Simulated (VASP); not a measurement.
# Li2S (Fm-3m) in VASP: further runs

Runs on Li2S. Level: r2SCAN. Tasks: single point.

Everything below comes from runs of VASP 6.6.1. Logs are shortened: lines on timing, memory, paths and dates and some standing lists are left out, and cuts for length are marked.

## (1) The cell of the first run

It takes space group Fm-3m (No. 225, cubic). Conventional cell: a = 5.574 Å, b = 5.574 Å, c = 5.574 Å, α = 90.00°, β = 90.00°, γ = 90.00°. Within 3.2 Å of S (site symmetry m-3m) lie 8 Li at 2.41 Å. Li (site symmetry -43m) has 4 S at 2.41 Å and 6 Li at 2.79 Å within 3.2 Å.

## (2) Single point, r2SCAN (14.44 Å³/atom)

File POSCAR:

```
Li2S
1.0
    0.0000000000      2.7872107039      2.7872107039
    2.7872107039      0.0000000000      2.7872107039
    2.7872107039      2.7872107039      0.0000000000
S Li
1 2
Direct
    0.0000000000      0.0000000000      0.0000000000
    0.2500000000      0.2500000000      0.2500000000
    0.7500000000      0.7500000000      0.7500000000
```

File INCAR.step1:

```
PREC = Accurate
ENCUT = 830
ISMEAR = 0
SIGMA = 0.01
LREAL = False
LASPH = True
NELM = 120
NBANDS = 13
GGA = PE
ALGO = Normal
EDIFF = 1E-5
LWAVE = True
LCHARG = False
GGA_COMPAT = False
```

File INCAR.step2:

```
PREC = Accurate
ENCUT = 830
EDIFF = 1E-6
ISMEAR = 0
SIGMA = 0.01
LREAL = False
LASPH = True
NELM = 120
ALGO = Normal
ISIF = 2
LWAVE = False
LCHARG = False
METAGGA = R2SCAN
LMIXTAU = True
NBANDS = 13
ISTART = 1
GGA_COMPAT = False
```

File KPOINTS:

```
Automatic mesh
0
Gamma
  6 6 6
```

Potentials or basis: VASP PAW PBE potentials, release 64 (S, Li_sv).

Launch:

```bash
$ cat potpaw_PBE.64/S/POTCAR potpaw_PBE.64/Li_sv/POTCAR > POTCAR
$ cp INCAR.step1 INCAR
$ mpirun -np 1 vasp_std > vasp.out
$ cp INCAR.step2 INCAR
$ mpirun -np 1 vasp_std > vasp.out
```

OUTCAR:

```text
PREC = Accurate
   ENCUT = 830
   EDIFF = 1E-6
   ISMEAR = 0
   LREAL = False
   LASPH = True
   NELM = 120
   ISIF = 2
   METAGGA = R2SCAN
   ISTART = 1

 ion  position               nearest neighbor table
   1  0.000  0.000  0.000-   3 2.41   2 2.41   3 2.41   2 2.41   3 2.41   3 2.41   2 2.41   2 2.41

   2  0.250  0.250  0.250-   1 2.41   1 2.41   1 2.41   1 2.41
   3  0.750  0.750  0.750-   1 2.41   1 2.41   1 2.41   1 2.41

  LATTYP: Found a face centered cubic cell.
 ALAT       =     5.5744214078

  Lattice vectors:

 A1 = (   0.0000000000,   2.7872107039,   2.7872107039)
 A2 = (   2.7872107039,   0.0000000000,   2.7872107039)
 A3 = (   2.7872107039,   2.7872107039,   0.0000000000)

Analysis of symmetry for initial positions (statically):
=====================================================================
 Subroutine PRICEL returns:
 Original cell was already a primitive cell.

 Routine SETGRP: Setting up the symmetry group for a
 face centered cubic supercell.

 Subroutine GETGRP returns: Found 48 space group operations
 (whereof 48 operations were pure point group operations)
 out of a pool of 48 trial point group operations.

The static configuration has the point symmetry O_h .

Analysis of symmetry for dynamics (positions and initial velocities):
=====================================================================
 Subroutine PRICEL returns:
 Original cell was already a primitive cell.

 Routine SETGRP: Setting up the symmetry group for a
 face centered cubic supercell.

 Subroutine GETGRP returns: Found 48 space group operations
 (whereof 48 operations were pure point group operations)
 out of a pool of 48 trial point group operations.

The dynamic configuration has the point symmetry O_h .

 Subroutine INISYM returns: Found 48 space group operations
 (whereof 48 operations are pure point group operations),
 and found     1 'primitive' translations

----------------------------------------------------------------------------------------

                                     Primitive cell

  volume of cell :      43.3051

  direct lattice vectors                    reciprocal lattice vectors
     0.000000000  2.787210704  2.787210704    -0.179390815  0.179390815  0.179390815
     2.787210704  0.000000000  2.787210704     0.179390815 -0.179390815  0.179390815
     2.787210704  2.787210704  0.000000000     0.179390815  0.179390815 -0.179390815

  length of vectors
     3.941711179  3.941711179  3.941711179     0.310714006  0.310714006  0.310714006

  position of ions in fractional coordinates (direct lattice)
     0.000000000  0.000000000  0.000000000
     0.250000000  0.250000000  0.250000000
     0.750000000  0.750000000  0.750000000

  ion indices of the primitive-cell ions
   primitive index   ion index
                 1           1
                 2           2
                 3           3

----------------------------------------------------------------------------------------

 KPOINTS: Automatic mesh

Automatic generation of k-mesh.
 Grid dimensions read from file:
 generate k-points for:    6    6    6

 Generating k-lattice:

  Cartesian coordinates                     Fractional coordinates (reciprocal lattice)
    -0.029898469  0.029898469  0.029898469     0.166666667  0.000000000  0.000000000
     0.029898469 -0.029898469  0.029898469     0.000000000  0.166666667  0.000000000
     0.029898469  0.029898469 -0.029898469     0.000000000  0.000000000  0.166666667

  Length of vectors
     0.051785668  0.051785668  0.051785668

  Shift w.r.t. Gamma in fractional coordinates (k-lattice)
     0.000000000  0.000000000  0.000000000

 Subroutine IBZKPT returns following result:
 ===========================================

 Found     16 irreducible k-points:

 Following reciprocal coordinates:
            Coordinates               Weight
  0.000000  0.000000  0.000000      1.000000
  0.166667  0.000000  0.000000      8.000000
  0.333333  0.000000  0.000000      8.000000
  0.500000  0.000000  0.000000      4.000000
  0.166667  0.166667  0.000000      6.000000
  0.333333  0.166667  0.000000     24.000000
[... 8 lines left out ...]
 -0.333333  0.333333  0.166667     24.000000
 -0.333333  0.500000  0.166667     12.000000
   k-points           NKPTS =     16   k-points in BZ     NKDIM =     16   number of bands    NBANDS=     13
   number of dos      NEDOS =    301   number of ions     NIONS =      3
   total plane-waves  NPLWV =  64000
   dimension x,y,z NGX =    40 NGY =   40 NGZ =   40
   dimension x,y,z NGXF=    80 NGYF=   80 NGZF=   80
   ions per type =               1   2
   NGX,Y,Z   is equivalent  to a cutoff of  16.87, 16.87, 16.87 a.u.
   NGXF,Y,Z  is equivalent  to a cutoff of  33.74, 33.74, 33.74 a.u.
 SYSTEM =  unknown system
   PREC   = accura    normal or accurate (medium, high low for compatibility)
   ISTART =      1    job   : 0-new  1-cont  2-samecut
   ICHARG =      0    charge: 1-file 2-atom 10-const
   ISPIN  =      1    spin polarized calculation?
   LNONCOLLINEAR =      F non collinear calculations
   LSORBIT =      F    spin-orbit coupling
   LASPH  =      T    aspherical Exc in radial PAW
   ENCUT  =  830.0 eV  61.00 Ry    7.81 a.u.   9.26  9.26  9.26*2*pi/ulx,y,z
   NELM   =    120;   NELMIN=  2; NELMDL=  0     # of ELM steps
   EDIFF  = 0.1E-05   stopping-criterion for ELM
   LREAL  =      F    real-space projection
   EDIFFG = 0.1E-04   stopping-criterion for IOM
   NSW    =      0    number of steps for IOM
   IBRION =     -1    ionic relax: 0-MD 1-quasi-New 2-CG
   NFREE  =      0    steps in history (QN), initial steepest desc. (CG)
   ISIF   =      2    stress and relaxation
   ISYM   =      2    0-nonsym 1-usesym 2-fastsym
   POTIM  = 0.5000    time-step for ionic-motion
   TEBEG  =    0.0;   TEEND  =   0.0 temperature during run
   PSTRESS=    0.0 pullay stress
   NELECT =      12.0000    total number of electrons
   NUPDOWN=      -1.0000    fix difference up-down
   EMIN   =  10.00;   EMAX   =-10.00  energy-range for DOS
   EFERMI =   0.00;   METHOD = LEGACY
   ISMEAR =     0;   SIGMA  =   0.01  broadening in eV -4-tet -1-fermi 0-gaus
   EFERMI_NEDOS =   21; number of points for ismear=-14 and -15
   IALGO  =     38    algorithm
   IMIX   =      4    mixing-type and parameters
     AMIX     =   0.40;   BMIX     =  1.00
     AMIX_MAG =   1.60;   BMIX_MAG =  1.00
  volume/ion in A,a.u.               =      14.44        97.41
  Fermi-wavevector in a.u.,A,eV,Ry     =   1.067306  2.016915 15.498957  1.139141
  Thomas-Fermi vector in A             =   2.202918
   LORBIT       =      0    0 simple, 1 ext, 2 COOP (PROOUT), +10 PAW based schemes
   METAGGA = R2SCAN    functional components
   LHFCALC =     F    Hartree Fock is set to
   AEXX    =    0.0000 exact exchange contribution
   IVDW    =     0    specifies the selected vdW correction
   LEPSILON=     F    determine dielectric tensor
   LRPA    =     F    only Hartree local field effects (RPA)
 non-spin polarized calculation
 Gauss-broadening in eV      SIGMA  =   0.01
  energy-cutoff  :      830.00
  volume of cell :       43.31
 maximum number of plane-waves:      2397
 NGX is ok and might be reduce to    40
   NGX = 19   NGY = 19   NGZ = 19

 number of electron      11.9999998 magnetization

 Free energy of the ion-electron system (eV)
  ---------------------------------------------------
  ext. energy  EPLUGINS =         0.00000000
  ---------------------------------------------------
  free energy    TOTEN  =       -17.36174047 eV

  energy without entropy =      -17.36174047  energy(sigma->0) =      -17.36174047

 E-fermi :   1.7489     XC(G=0):  -9.1782

 val. band max:        1.6044878241   @ k =   0.0000   0.0000   0.0000
 cond. band min:       5.4189098820   @ k =   0.5000   0.5000   0.0000
 fundamental gap:      3.8144220579
 Fermi energy:         1.7489493365

 k-point     1 :       0.0000    0.0000    0.0000
  band No.  band energies     occupation
      1     -43.8807      2.00000
      2     -43.8275      2.00000
      3     -10.0580      2.00000
      4       1.6045      2.00000
      5       1.6045      2.00000
      6       1.6045      2.00000
      7       6.9979      0.00000
      8       8.5344      0.00000
      9       8.5344      0.00000
     10       8.5344      0.00000
     11      13.5298      0.00000
     12      13.5298      0.00000
     13      15.3815      0.00000

 k-point     2 :       0.1667    0.0000    0.0000
  band No.  band energies     occupation
      1     -43.8768      2.00000
      2     -43.8308      2.00000
      3      -9.9475      2.00000
      4       0.6014      2.00000
      5       1.4436      2.00000
      6       1.4436      2.00000
      7       7.6318      0.00000
      8       8.9432      0.00000
      9       8.9432      0.00000
     10       9.2793      0.00000
     11      12.3570      0.00000
     12      12.3570      0.00000
     13      15.7036      0.00000

 k-point     3 :       0.3333    0.0000    0.0000
  band No.  band energies     occupation
      1     -43.8665      2.00000
      2     -43.8399      2.00000
      3      -9.7024      2.00000
      4      -0.8779      2.00000
      5       1.1674      2.00000
      6       1.1674      2.00000
      7       8.4585      0.00000
      8       9.0462      0.00000
      9       9.0462      0.00000
     10      10.5912      0.00000
     11      12.9948      0.00000
     12      12.9948      0.00000
     13      16.5679      0.00000

 k-point     4 :       0.5000    0.0000    0.0000
  band No.  band energies     occupation
      1     -43.8530      2.00000
      2     -43.8528      2.00000
      3      -9.5649      2.00000
      4      -1.4978      2.00000
      5       1.0467      2.00000
      6       1.0467      2.00000
      7       8.8220      0.00000
      8       8.8220      0.00000
      9       8.8800      0.00000
     10      11.0680      0.00000
     11      15.5787      0.00000
     12      15.5787      0.00000
     13      16.0750      0.00000

 k-point     5 :       0.1667    0.1667    0.0000
  band No.  band energies     occupation
      1     -43.8758      2.00000
      2     -43.8316      2.00000
      3      -9.9116      2.00000
      4       0.8212      2.00000
      5       1.1167      2.00000
      6       1.1167      2.00000
      7       7.6073      0.00000
      8       8.7980      0.00000
      9       9.5024      0.00000
     10       9.5024      0.00000
     11      11.3135      0.00000
     12      14.0124      0.00000
     13      16.4223      0.00000
[... 129 lines left out ...]
 k-point    14 :       0.5000    0.3333    0.1667
  band No.  band energies     occupation
      1     -43.8616      2.00000
      2     -43.8440      2.00000
      3      -9.5412      2.00000
      4      -0.7303      2.00000
      5       0.1020      2.00000
      6       0.6175      2.00000
      7       7.5637      0.00000
      8       9.7215      0.00000
      9      10.2539      0.00000
     10      12.0186      0.00000
     11      12.6393      0.00000
     12      15.3926      0.00000
     13      16.9432      0.00000

 k-point    15 :      -0.3333    0.3333    0.1667
  band No.  band energies     occupation
      1     -43.8526      2.00000
      2     -43.8526      2.00000
      3      -9.4491      2.00000
      4      -0.9446      2.00000
      5      -0.0569      2.00000
      6       0.3190      2.00000
      7       7.8385      0.00000
      8       9.4901      0.00000
      9      11.6779      0.00000
     10      12.2553      0.00000
     11      12.5001      0.00000
     12      14.8626      0.00000
     13      16.2020      0.00000

 k-point    16 :      -0.3333    0.5000    0.1667
  band No.  band energies     occupation
      1     -43.8568      2.00000
      2     -43.8481      2.00000
      3      -9.4122      2.00000
      4      -0.5283      2.00000
      5      -0.2458      2.00000
      6      -0.1671      2.00000
      7       6.8120      0.00000
      8      10.5571      0.00000
      9      11.0339      0.00000
     10      12.8722      0.00000
     11      14.6972      0.00000
     12      15.3638      0.00000
     13      15.7481      0.00000

------------------------ aborting loop because EDIFF is reached ----------------------------------------

  FORCE on cell =-STRESS in cart. coord.  units (eV):
  Direction    XX          YY          ZZ          XY          YZ          ZX
  --------------------------------------------------------------------------------------
  -------------------------------------------------------------------------------------
  Total        0.7640885      0.7640885      0.7640885     -0.0000000     -0.0000000      0.0000000
  in kB       28.2692864     28.2692864     28.2692864     -0.0000000     -0.0000000      0.0000000
  external PRESSURE =      28.2692864 kB  Pullay stress =       0.0000000 kB

 VOLUME and BASIS-vectors are now :
 -----------------------------------------------------------------------------
  energy-cutoff  :      830.00
  volume of cell :       43.31
      direct lattice vectors                 reciprocal lattice vectors
     0.000000000  2.787210704  2.787210704    -0.179390815  0.179390815  0.179390815
     2.787210704  0.000000000  2.787210704     0.179390815 -0.179390815  0.179390815
     2.787210704  2.787210704  0.000000000     0.179390815  0.179390815 -0.179390815

 POSITION                                       TOTAL-FORCE (eV/Angst)
 -----------------------------------------------------------------------------------
      0.00000      0.00000      0.00000        -0.000000      0.000000      0.000000
      1.39361      1.39361      1.39361         0.000000     -0.000000     -0.000000
      4.18082      4.18082      4.18082        -0.000000      0.000000      0.000000
 -----------------------------------------------------------------------------------
    total drift:                                0.000000     -0.000000      0.000000

  FREE ENERGIE OF THE ION-ELECTRON SYSTEM (eV)
  ---------------------------------------------------
  free  energy   TOTEN  =       -17.3617404680 eV

  energy  without entropy=      -17.3617404680  energy(sigma->0) =      -17.36174047
```

Wall time 3.2 min (1 thread of Intel Xeon 8259CL, shared host); peak memory 0.26 GiB.

Results:

```yaml
Free_energy: -17.3617 eV
Pressure: 2.8 GPa
Band_gap_on_the_k_mesh: 3.81 eV (least direct gap 5.38 eV)
```

Caveat: the PAW data sets were made with another functional, which shifts forces and pressure a little.

[end of part 1 of 2]
